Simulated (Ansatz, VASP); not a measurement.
Mg2MoH in VASP and in Ansatz

```
Mg H Mo
1.0
     2.96131    0.00000    0.00000
    -1.48066    2.56457    0.00000
     0.00000    0.00000    7.56468
Mg H Mo
2 1 1
Direct
  0.33333 0.66667 0.80349
  0.66667 0.33333 0.19651
  0.00000 0.00000 0.00000
  0.00000 0.00000 0.50000
```

Alike in both runs: functional PBE; k mesh 18 × 18 × 6; occupations gaussian, width 0.1 eV; no spin polarisation.

Ansatz relaxed the structure, and its values are those at the end. VASP's run is a single point on that final structure, the one shown.

```csv
,VASP,Ansatz
version,VASP 6.6.1,Ansatz 0.2.0
potentials or method,"VASP PAW PBE potentials, release 64 (Mg, H, Mo_sv), cutoff 520 eV","scalar-relativistic, plane waves, PAW"
valence electrons in the cell,19,35
```

```tsv
	VASP	Ansatz	Ansatz less VASP
gap on the k mesh at the Fermi level (eV)	none	none	-
pressure (GPa)	-0.1	0.0	+0.08
rms of the force components (eV/Å)	0.007	0.000	-0.0065
```

A gap of «none» marks a metal or a gap that the smearing closes. VASP's potentials hold 19 valence electrons a cell and Ansatz's 35, so a difference there can come from the potentials and not from the codes.
